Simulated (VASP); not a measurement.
Input of a VASP 6.6.1 run:

File INCAR:

```
SYSTEM = YbOs
PREC = Accurate
ENCUT = 520
EDIFF = 1E-6
ISMEAR = 0
SIGMA = 0.05
LREAL = .FALSE.
LASPH = .TRUE.
NELM = 80
ALGO = Fast
ISIF = 2
LWAVE = .FALSE.
LCHARG = .FALSE.
GGA = PE
NBANDS = 23
```

The input KPOINTS:

```
regular mesh
0
G
  10 10 10
  0 0 0
```

Contents of POSCAR:

```
YbOs
1.0
    3.3545099948      0.0000000000      0.0000000000
    0.0000000000      3.3545099948      0.0000000000
    0.0000000000      0.0000000000      3.3545099948
Yb Os
1 1
Direct
    0.0000000000      0.0000000000      0.0000000000
    0.5000000000      0.5000000000      0.5238484906
```

Potentials or basis: VASP PAW PBE potentials, release 64 (Yb, Os).

Run with:

```sh
$ cat potpaw_PBE.64/Yb/POTCAR potpaw_PBE.64/Os/POTCAR > POTCAR
$ mpirun -np 1 vasp_std > vasp.out
```

Task: Predict the pressure.

Result: 0.6 GPa.

Task: Estimate the band gap on the k mesh.

Result: Zero (bands 16 and 17 overlap by 1.53 eV).

Task: Predict the largest force.

Result: 0.555 eV/Å.

Forces in eV/Å, atoms in the order of the input:
```
Yb   0.000  0.000  0.555
Os   0.000  0.000 -0.555
```

Caveat: the cell differs from its parent crystal (atom 2 (Os) moved 0.08 Å along z); spin-orbit coupling is left out, which moves the levels of the heavy elements. Spin polarisation is off, so any magnetic state and its effect on volume and gap are missing.
